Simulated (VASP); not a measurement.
# ScAl2As3 (P-3m1) in VASP: notebook, part 2 of 2

VASP 6.6.1. Earlier steps stand in the parts before.

## 3. Relaxation of cell and atoms, PBEsol

This run uses another cell than the first one, of 19.79 Å³/atom, 1.061 times its volume.

INCAR reads:

```
SYSTEM = ScAl2As3
PREC     = Accurate       ! precision mode
ENCUT    = 600            ! plane-wave cutoff, eV
EDIFF    = 1E-7           ! SCF threshold, eV
ISMEAR   = -1             ! smearing method
SIGMA    = 0.03           ! smearing width, eV
LREAL    = .FALSE.        ! projectors in reciprocal space
LASPH    = .TRUE.         ! aspherical terms in the spheres
NELM     = 60             ! most SCF steps
ALGO     = Normal         ! electronic algorithm
ISIF     = 3              ! what is computed and relaxed
LWAVE    = .FALSE.        ! write WAVECAR
LCHARG   = .FALSE.        ! write CHGCAR
GGA      = PS             ! functional
IBRION   = 2              ! ionic algorithm
NSW      = 100            ! ionic steps
EDIFFG   = -0.01          ! ionic threshold
```

KPOINTS reads:

```
Automatic mesh
0
G
  6 6 2
  0 0 0
```

POSCAR reads:

```
ScAl2As3
1.0
    3.8259873300      0.0000000000      0.0000000000
   -1.9129936600      3.3134022200      0.0000000000
    0.0000000000      0.0000000000      9.3651298900
Sc Al As
1 2 3
Direct
    0.0000000000      0.0000000000      0.0000000000
    0.3333333300      0.6666666700      0.6559942900
    0.6666666700      0.3333333300      0.3440057100
    0.3333333300      0.6666666700      0.1659022100
    0.6666666700      0.3333333300      0.8340977900
    0.0000000000      0.0000000000      0.5000000000
```

Potentials or basis: VASP PAW PBE potentials, release 64 (Sc_sv, Al, As).

Command:

```sh
> cat potpaw_PBE.64/Sc_sv/POTCAR potpaw_PBE.64/Al/POTCAR potpaw_PBE.64/As/POTCAR > POTCAR
> mpirun -np 1 vasp_std > vasp.out
```

OUTCAR:

```text
SYSTEM = ScAl2As3
   PREC = Accurate
   ENCUT = 600
   EDIFF = 1E-7
   ISMEAR = -1
   LREAL = .FALSE.
   LASPH = .TRUE.
   NELM = 60
   ISIF = 3
   GGA = PS
   IBRION = 2
   NSW = 100
   EDIFFG = -0.01

 ion  position               nearest neighbor table
   1  0.000  0.000  0.000-   4 2.70   5 2.70   4 2.70   5 2.70   5 2.70   4 2.70
   2  0.333  0.667  0.656-   6 2.65   6 2.65   6 2.65   5 2.77   5 2.77   5 2.77
   3  0.667  0.333  0.344-   6 2.65   6 2.65   6 2.65   4 2.77   4 2.77   4 2.77
   4  0.333  0.667  0.166-   1 2.70   1 2.70   1 2.70   3 2.77   3 2.77   3 2.77
   5  0.667  0.333  0.834-   1 2.70   1 2.70   1 2.70   2 2.77   2 2.77   2 2.77
   6  0.000  0.000  0.500-   2 2.65   3 2.65   2 2.65   3 2.65   3 2.65   2 2.65

  LATTYP: Found a hexagonal cell.
 ALAT       =     3.8259873300
 C/A-ratio  =     2.4477681399

  Lattice vectors:

 A1 = (   3.8259873300,   0.0000000000,   0.0000000000)
 A2 = (  -1.9129936600,   3.3134022200,   0.0000000000)
 A3 = (   0.0000000000,   0.0000000000,   9.3651298900)

Analysis of symmetry for initial positions (statically):
=====================================================================
 Subroutine PRICEL returns:
 Original cell was already a primitive cell.

 Routine SETGRP: Setting up the symmetry group for a
 hexagonal supercell.
[... 168 lines left out ...]

  FORCE on cell =-STRESS in cart. coord.  units (eV):
  Direction    XX          YY          ZZ          XY          YZ          ZX
  --------------------------------------------------------------------------------------
  -------------------------------------------------------------------------------------
  Total       -1.9448814     -1.9448814     -3.7983812     -0.0000000      0.0000000     -0.0000000
  in kB      -26.2465495    -26.2465495    -51.2598859     -0.0000000      0.0000000     -0.0000000
  external PRESSURE =     -34.5843283 kB  Pullay stress =       0.0000000 kB
[... 101 lines left out ...]
  FREE ENERGIE OF THE ION-ELECTRON SYSTEM (eV)
  ---------------------------------------------------
  free  energy   TOTEN  =       -33.4223773128 eV

  energy  without entropy=      -33.4141123488  energy(sigma->0) =      -33.41824483

[... ionic steps 4 to 10 ...]

--------------------------------------- Ionic step       11  -------------------------------------------

 number of electron      32.0000001 magnetization

------------------------ aborting loop because EDIFF is reached ----------------------------------------
[... 75 lines left out ...]
--------------------------------------- Ionic step       13  -------------------------------------------

 number of electron      32.0000001 magnetization

 Free energy of the ion-electron system (eV)
  ---------------------------------------------------
  ext. energy  EPLUGINS =         0.00000000
  ---------------------------------------------------
  free energy    TOTEN  =       -33.49241740 eV

  energy without entropy =      -33.48636435  energy(sigma->0) =      -33.48939087

 E-fermi :   6.1430     XC(G=0): -10.4571

 val. band max:        6.0499453158   @ k =   0.1667   0.0000   0.0000
 cond. band min:       6.1448757873   @ k =   0.0000   0.0000   0.5000
 fundamental gap:      0.0949304715
 Fermi energy:         6.1430118683

 k-point     1 :       0.0000    0.0000    0.0000
  band No.  band energies     occupation
      1     -43.5506      2.00000
      2     -22.3309      2.00000
      3     -22.2402      2.00000
      4     -22.2402      2.00000
      5      -6.9421      2.00000
      6      -5.6929      2.00000
[... 344 lines left out ...]
  FREE ENERGIE OF THE ION-ELECTRON SYSTEM (eV)
  ---------------------------------------------------
  free  energy   TOTEN  =       -33.4924173962 eV

  energy  without entropy=      -33.4863643452  energy(sigma->0) =      -33.48939087

 reached required accuracy - stopping structural energy minimisation
```

OSZICAR:

```text
N       E                     dE             d eps       ncg     rms          rms(c)
DAV:   1     0.254635065415E+03    0.25464E+03   -0.13719E+04   560   0.159E+03
DAV:   2     0.827630808758E+00   -0.25381E+03   -0.24865E+03   568   0.408E+02
DAV:   3    -0.335308478714E+02   -0.34358E+02   -0.31952E+02   864   0.111E+02
[... 118 lines left out ...]
DAV:   3    -0.334924212355E+02    0.11499E-04   -0.52371E-05   880   0.584E-02    0.121E-02
DAV:   4    -0.334924180396E+02    0.31959E-05   -0.15008E-05   796   0.386E-02    0.391E-03
DAV:   5    -0.334924176821E+02    0.35745E-06   -0.64649E-07   752   0.700E-03    0.246E-03
DAV:   6    -0.334924174606E+02    0.22159E-06   -0.21057E-07   452   0.299E-03    0.114E-03
DAV:   7    -0.334924173962E+02    0.64391E-07   -0.23965E-08   312   0.231E-03
  13 F= -.33492417E+02 E0= -.33489391E+02  d E =-.774017E-04
```

CONTCAR:

```text
ScAl2As3
   1.00000000000000
     3.7573041660257545   -0.0000000001057680    0.0000000000000000
    -1.8786520781942340    3.2539208553664958   -0.0000000000000000
    -0.0000000000000001   -0.0000000000000000    9.1853230993965891
  Sc              Al              As
     1     2     3
Direct
     1.0000000000000000    0.0000000000000000    0.0000000000000000
     0.3333333300000021    0.6666666699999979    0.6645578598013564
     0.6666666699999979    0.3333333300000021    0.3354421401986434
     0.3333333300000021    0.6666666699999979    0.1789817748033425
     0.6666666699999979    0.3333333300000021    0.8210182251966573
     1.0000000000000000    0.0000000000000000    0.5000000000000000

  0.00000000E+00  0.00000000E+00  0.00000000E+00
  0.00000000E+00  0.00000000E+00  0.00000000E+00
  0.00000000E+00  0.00000000E+00  0.00000000E+00
  0.00000000E+00  0.00000000E+00  0.00000000E+00
  0.00000000E+00  0.00000000E+00  0.00000000E+00
  0.00000000E+00  0.00000000E+00  0.00000000E+00
```

Wall time 3.6 min (1 thread of AMD EPYC 9R45 (Zen 5), shared host); peak memory 0.28 GiB.

Results:

* Free energy: -33.4924 eV
* Relaxed volume: 18.72 Å³/atom
* Relaxed cell: a = 3.757 Å, b = 3.757 Å, c = 9.185 Å, α = 90.00°, β = 90.00°, γ = 120.00°
* Space group after relaxing (to 0.05 Å): P-3m1 (No. 164)
* Energy gained by relaxing: 46.2 meV/atom
* Ionic steps: 13
* Pressure after relaxing: 0.0 GPa
* Largest force after relaxing: 0.005 eV/Å
* Band gap on the k mesh: zero (band 16 reaches 6.57 eV, above the bottom of band 17 at 5.54 eV)

Forces in eV/Å, atoms in the order of the input:
```
Sc   0.000  0.000  0.000
Al   0.000  0.000 -0.005
Al   0.000  0.000  0.005
As   0.000  0.000  0.005
As   0.000  0.000 -0.005
As   0.000  0.000  0.000
```

The path:
| step | energy change (eV) | largest force (eV/Å) | pressure (GPa) | volume (Å³) |
| --- | --- | --- | --- | --- |
| 1 | 0.0000 | 1.0447 | -3.46 | 118.72 |
| 2 | -0.2026 | 0.7038 | 1.14 | 111.52 |
| 3 | -0.2070 | 0.6270 | 2.12 | 110.30 |
| 4 | -0.2692 | 0.1063 | 0.28 | 112.07 |
| 5 | -0.2708 | 0.0032 | -0.04 | 112.43 |
| 6 | -0.2708 | 0.0152 | -0.01 | 112.39 |
| 7 | -0.2750 | 0.0133 | -0.04 | 112.39 |
| 8 | -0.2768 | 0.0376 | -0.05 | 112.40 |
| 9 | -0.2768 | 0.0327 | -0.05 | 112.40 |
| 10 | -0.2768 | 0.0339 | -0.05 | 112.40 |
| 11 | -0.2769 | 0.0209 | 0.06 | 112.26 |
| 12 | -0.2769 | 0.0173 | 0.09 | 112.22 |
| 13 | -0.2770 | 0.0054 | 0.03 | 112.30 |

Final structure:
```xyz
6
Lattice="3.7573 0.0000 0.0000 -1.8787 3.2539 0.0000 0.0000 0.0000 9.1853" Properties=species:S:1:pos:R:3 pbc="T T T"
Sc    3.7573    0.0000    0.0000
Al    0.0000    2.1693    6.1042
Al    1.8787    1.0846    3.0811
As    0.0000    2.1693    1.6440
As    1.8787    1.0846    7.5413
As    3.7573    0.0000    4.5927
```

Caveat: the PAW data sets were made with another functional, which shifts forces and pressure a little.
